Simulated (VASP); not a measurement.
# InAs (Pm-3m) in VASP: settings compared

Aim: see how the results for InAs move with the level of theory and the settings. Levels: LDA, PBE. Tasks: single point.

Everything below comes from runs of VASP 6.6.1. Logs are shortened: lines on timing, memory, paths and dates and some standing lists are left out, and cuts for length are marked.

## (1) The cell of the first run

The structure is cubic, space group Pm-3m (No. 221). The conventional cell has a = 3.537 Å, b = 3.537 Å, c = 3.537 Å, α = 90.00°, β = 90.00°, γ = 90.00°. In (site symmetry m-3m) has 8 As at 3.06 Å and 6 In at 3.54 Å within 4.0 Å. As (site symmetry m-3m) has 8 In at 3.06 Å and 6 As at 3.54 Å within 4.0 Å.

## (2) Single point, LDA

The input, INCAR:

```
PREC = Accurate
ENCUT = 500
EDIFF = 1E-6
ISMEAR = -1
SIGMA = 0.02
LREAL = False
LASPH = True
NELM = 120
ALGO = Normal
ISIF = 2
LWAVE = False
LCHARG = False
NBANDS = 16
GGA_COMPAT = False
```

The input, KPOINTS:

```
Automatic mesh
0
Gamma
  4 4 4
```

The input, POSCAR:

```
InAs
1.0
    3.5365410790      0.0000000000      0.0000000000
    0.0000000000      3.5365410790      0.0000000000
    0.0000000000      0.0000000000      3.5365410790
In As
1 1
Direct
    0.0000000000      0.0000000000      0.0000000000
    0.5000000000      0.5000000000      0.5000000000
```

Potentials or basis: VASP PAW LDA potentials, release 64 (In_d, As).

Command:

```console
> cat potpaw_LDA.64/In_d/POTCAR potpaw_LDA.64/As/POTCAR > POTCAR
> mpirun -np 1 vasp_std > vasp.out
```

OUTCAR:

```text
PREC = Accurate
   ENCUT = 500
   EDIFF = 1E-6
   ISMEAR = -1
   LREAL = False
   LASPH = True
   NELM = 120
   ISIF = 2

 ion  position               nearest neighbor table
   1  0.000  0.000  0.000-   2 3.06   2 3.06   2 3.06   2 3.06   2 3.06   2 3.06   2 3.06   2 3.06

   2  0.500  0.500  0.500-   1 3.06   1 3.06   1 3.06   1 3.06   1 3.06   1 3.06   1 3.06   1 3.06

  LATTYP: Found a simple cubic cell.
 ALAT       =     3.5365410790

  Lattice vectors:

 A1 = (   3.5365410790,   0.0000000000,   0.0000000000)
 A2 = (   0.0000000000,   3.5365410790,   0.0000000000)
 A3 = (   0.0000000000,   0.0000000000,   3.5365410790)

Analysis of symmetry for initial positions (statically):
=====================================================================
 Subroutine PRICEL returns:
 Original cell was already a primitive cell.

 Routine SETGRP: Setting up the symmetry group for a
 simple cubic supercell.

 Subroutine GETGRP returns: Found 48 space group operations
 (whereof 48 operations were pure point group operations)
 out of a pool of 48 trial point group operations.

The static configuration has the point symmetry O_h .

Analysis of symmetry for dynamics (positions and initial velocities):
=====================================================================
 Subroutine PRICEL returns:
 Original cell was already a primitive cell.

 Routine SETGRP: Setting up the symmetry group for a
 simple cubic supercell.

 Subroutine GETGRP returns: Found 48 space group operations
 (whereof 48 operations were pure point group operations)
 out of a pool of 48 trial point group operations.

The dynamic configuration has the point symmetry O_h .

 Subroutine INISYM returns: Found 48 space group operations
 (whereof 48 operations are pure point group operations),
 and found     1 'primitive' translations

----------------------------------------------------------------------------------------

                                     Primitive cell

  volume of cell :      44.2320

  direct lattice vectors                    reciprocal lattice vectors
     3.536541079  0.000000000  0.000000000     0.282762162  0.000000000  0.000000000
     0.000000000  3.536541079  0.000000000     0.000000000  0.282762162  0.000000000
     0.000000000  0.000000000  3.536541079     0.000000000  0.000000000  0.282762162

  length of vectors
     3.536541079  3.536541079  3.536541079     0.282762162  0.282762162  0.282762162

[... 64 lines left out ...]
   NELM   =    120;   NELMIN=  2; NELMDL= -5     # of ELM steps
   EDIFF  = 0.1E-05   stopping-criterion for ELM
   LREAL  =      F    real-space projection
   EDIFFG = 0.1E-04   stopping-criterion for IOM
   NSW    =      0    number of steps for IOM
   IBRION =     -1    ionic relax: 0-MD 1-quasi-New 2-CG
   NFREE  =      0    steps in history (QN), initial steepest desc. (CG)
   ISIF   =      2    stress and relaxation
   ISYM   =      2    0-nonsym 1-usesym 2-fastsym
   POTIM  = 0.5000    time-step for ionic-motion
   TEBEG  =    0.0;   TEEND  =   0.0 temperature during run
   PSTRESS=    0.0 pullay stress
   NELECT =      18.0000    total number of electrons
   NUPDOWN=      -1.0000    fix difference up-down
   EMIN   =  10.00;   EMAX   =-10.00  energy-range for DOS
   EFERMI =   0.00;   METHOD = LEGACY
   ISMEAR =    -1;   SIGMA  =   0.02  broadening in eV -4-tet -1-fermi 0-gaus
   EFERMI_NEDOS =   21; number of points for ismear=-14 and -15
   IALGO  =     38    algorithm
   IMIX   =      4    mixing-type and parameters
     AMIX     =   0.40;   BMIX     =  1.00
     AMIX_MAG =   1.60;   BMIX_MAG =  1.00
  volume/ion in A,a.u.               =      22.12       149.25
  Fermi-wavevector in a.u.,A,eV,Ry     =   1.213166  2.292552 20.024676  1.471772
  Thomas-Fermi vector in A             =   2.348627
   LORBIT       =      0    0 simple, 1 ext, 2 COOP (PROOUT), +10 PAW based schemes
   GGA     = CA    functional components
   LHFCALC =     F    Hartree Fock is set to
   AEXX    =    0.0000 exact exchange contribution
   IVDW    =     0    specifies the selected vdW correction
   LEPSILON=     F    determine dielectric tensor
   LRPA    =     F    only Hartree local field effects (RPA)
 non-spin polarized calculation
  energy-cutoff  :      500.00
  volume of cell :       44.23
 maximum number of plane-waves:      1141
 NGX is ok and might be reduce to    28
   NGX = 13   NGY = 13   NGZ = 13

 number of electron      18.0000010 magnetization

 Free energy of the ion-electron system (eV)
  ---------------------------------------------------
  ext. energy  EPLUGINS =         0.00000000
  ---------------------------------------------------
  free energy    TOTEN  =        -8.23653353 eV

  energy without entropy =       -8.23058317  energy(sigma->0) =       -8.23355835

 E-fermi :   6.7490     XC(G=0): -10.7931

 val. band max:        6.7401351110   @ k =   0.5000   0.5000   0.5000
 cond. band min:       7.2636292316   @ k =   0.2500   0.2500   0.0000
 fundamental gap:      0.5234941205
 Fermi energy:         6.7490117027

 k-point     1 :       0.0000    0.0000    0.0000
  band No.  band energies     occupation
      1      -7.4200      2.00000
      2      -7.4200      2.00000
      3      -7.1990      2.00000
      4      -7.1990      2.00000
      5      -7.1990      2.00000
      6      -5.9030      2.00000
[... 167 lines left out ...]
      3      -7.3980      2.00000
      4      -7.0953      2.00000
      5      -7.0953      2.00000
      6      -2.4391      2.00000
[... 8 lines left out ...]
     15      24.2687      0.00000
     16      24.2687      0.00000

------------------------ aborting loop because EDIFF is reached ----------------------------------------

  FORCE on cell =-STRESS in cart. coord.  units (eV):
  Direction    XX          YY          ZZ          XY          YZ          ZX
  --------------------------------------------------------------------------------------
  -------------------------------------------------------------------------------------
  Total       -0.7730581     -0.7730581     -0.7730581      0.0000000      0.0000000      0.0000000
  in kB      -28.0018432    -28.0018432    -28.0018432      0.0000000      0.0000000      0.0000000
  external PRESSURE =     -28.0018432 kB  Pullay stress =       0.0000000 kB

 VOLUME and BASIS-vectors are now :
 -----------------------------------------------------------------------------
  energy-cutoff  :      500.00
  volume of cell :       44.23
      direct lattice vectors                 reciprocal lattice vectors
     3.536541079  0.000000000  0.000000000     0.282762162  0.000000000  0.000000000
     0.000000000  3.536541079  0.000000000     0.000000000  0.282762162  0.000000000
     0.000000000  0.000000000  3.536541079     0.000000000  0.000000000  0.282762162

 POSITION                                       TOTAL-FORCE (eV/Angst)
 -----------------------------------------------------------------------------------
      0.00000      0.00000      0.00000         0.000000      0.000000      0.000000
      1.76827      1.76827      1.76827         0.000000      0.000000      0.000000
 -----------------------------------------------------------------------------------
    total drift:                               -0.000000      0.000000     -0.000000

  FREE ENERGIE OF THE ION-ELECTRON SYSTEM (eV)
  ---------------------------------------------------
  free  energy   TOTEN  =        -8.2365335318 eV

  energy  without entropy=       -8.2305831715  energy(sigma->0) =       -8.23355835
```

stdout:

```text
POSCAR found type information on POSCAR InAs
 POSCAR found :  2 types and       2 ions
 scaLAPACK will be used
 LDA part: xc-table for (Slater(with rela. corr.)+CA(PZ))
 , standard interpolation
 POSCAR, INCAR and KPOINTS ok, starting setup
 FFT: planning ... GRIDC
 FFT: planning ... GRID_SOFT
 FFT: planning ... GRID
 WAVECAR not read
 entering main loop
```

Run time: 3.9 s. Hardware: 1 thread of AMD EPYC 9R45 (Zen 5), shared host; peak memory 0.11 GiB.

What came out:

| Property | Result |
| --- | --- |
| Free energy | -8.2365 eV |
| Pressure | -2.8 GPa |
| Band gap on the k mesh | zero (bands 9 and 10 overlap by 2.19 eV) |

Caveat: the k points lie up to 0.44 Å⁻¹ apart, too coarse for converged energies and pressures of a metal; spin-orbit coupling is left out, which moves the levels of the heavy elements.

## (3) Single point, PBE

The input, INCAR:

```
PREC = Accurate ; ENCUT = 500
EDIFF = 1E-6 ; ISMEAR = -1
SIGMA = 0.02 ; LREAL = False
LASPH = True ; NELM = 120
ALGO = Normal ; ISIF = 2
LWAVE = False ; LCHARG = True
GGA = PE ; LELF = True
LVHAR = True ; NBANDS = 16
GGA_COMPAT = False
```

KPOINTS is that of step 2.

POSCAR is that of step 2.

Potentials or basis: VASP PAW PBE potentials, release 64 (In_d, As).

Command:

```console
> cat potpaw_PBE.64/In_d/POTCAR potpaw_PBE.64/As/POTCAR > POTCAR
> mpirun -np 1 vasp_std > vasp.out
```

Run time: 5.5 s. Hardware: 1 thread of AMD EPYC 9R45 (Zen 5), shared host; peak memory 0.12 GiB.

Results (log left out):

```yaml
Free_energy: -6.8220 eV
Pressure: 2.6 GPa
Band_gap_on_the_k_mesh: zero (bands 9 and 10 overlap by 2.04 eV)
```

Levels at points of the mesh, in eV from the Fermi level:
| k point | band 6 | band 7 | band 8 | band 9 | band 10 | band 11 | band 12 | band 13 |
| --- | --- | --- | --- | --- | --- | --- | --- | --- |
| (0.00, 0.00, 0.00) | -12.65 | -2.13 | -0.69 | -0.69 | -0.69 | 5.01 | 5.01 | 9.69 |
| (0.50, 0.00, 0.00) | -11.12 | -7.27 | 1.01 | 1.01 | 2.30 | 3.48 | 5.09 | 5.09 |
| (0.50, 0.50, 0.00) | -9.63 | -4.63 | -4.63 | -3.67 | 1.48 | 6.62 | 6.62 | 7.79 |
| (0.50, 0.50, 0.50) | -9.16 | -2.18 | -2.18 | -2.18 | -1.03 | 0.01 | 0.01 | 0.01 |

Caveat: the k points lie up to 0.44 Å⁻¹ apart, too coarse for converged energies and pressures of a metal; spin-orbit coupling is left out, which moves the levels of the heavy elements.

## (4) Single point, LDA

The input, INCAR:

```
PREC = Accurate ; ENCUT = 500
EDIFF = 1E-6 ; ISMEAR = -1
SIGMA = 0.02 ; LREAL = F
LASPH = T ; NELM = 120
ALGO = Normal ; ISIF = 2
LWAVE = F ; LCHARG = F
NBANDS = 16 ; GGA_COMPAT = F
```

The input, KPOINTS:

```
regular mesh
0
Gamma
  6 6 6
```

POSCAR is that of step 3.

Potentials or basis: VASP PAW LDA potentials, release 64 (In_d, As).

Command:

```console
> cat potpaw_LDA.64/In_d/POTCAR potpaw_LDA.64/As/POTCAR > POTCAR
> mpirun -np 1 vasp_std > vasp.out
```

Wall time 6.6 s (1 thread of AMD EPYC 9R45 (Zen 5), shared host); peak memory 0.11 GiB.

It converged, with:

```
Free energy            : -8.2350 eV
Pressure               : -3.5 GPa
Band gap on the k mesh : zero (bands 9 and 10 overlap by 2.50 eV)
```

Levels at points of the mesh, in eV from the Fermi level:
```
           k point  band 7  band 8  band 9  band 10  band 11  band 12
(0.00, 0.00, 0.00)   -2.28   -0.65   -0.65    -0.65     5.11     5.11
(0.50, 0.00, 0.00)   -7.32    1.10    1.10     2.21     3.40     5.00
(0.50, 0.50, 0.00)   -4.58   -4.58   -3.83     1.56     6.54     6.54
(0.50, 0.50, 0.50)   -2.07   -2.07   -2.07    -1.27    -0.06    -0.06
```

Caveat: the cell stands under tension; spin-orbit coupling is left out, which moves the levels of the heavy elements.

## (5) The runs side by side

| level | potentials or basis | k mesh | gap on the mesh (eV) | pressure (GPa) |
| --- | --- | --- | --- | --- |
| LDA | VASP PAW LDA potentials, release 64 (In_d, As) | 4 × 4 × 4 | none | -2.8 |
| PBE | VASP PAW PBE potentials, release 64 (In_d, As) | 4 × 4 × 4 | none | 2.6 |
| LDA | VASP PAW LDA potentials, release 64 (In_d, As) | 6 × 6 × 6 | none | -3.5 |

Alike in all rows: task single point; no spin polarisation; cell as given; cutoff (eV) 500; smearing fermi-dirac 0.02 eV.

Caveats: some runs use coarse meshes; spin-orbit coupling is left out, which moves the levels of the heavy elements; the cell stands under tension (at least some runs).

Total energies depend on the potentials used, so only differences within one code and one set of settings carry meaning.
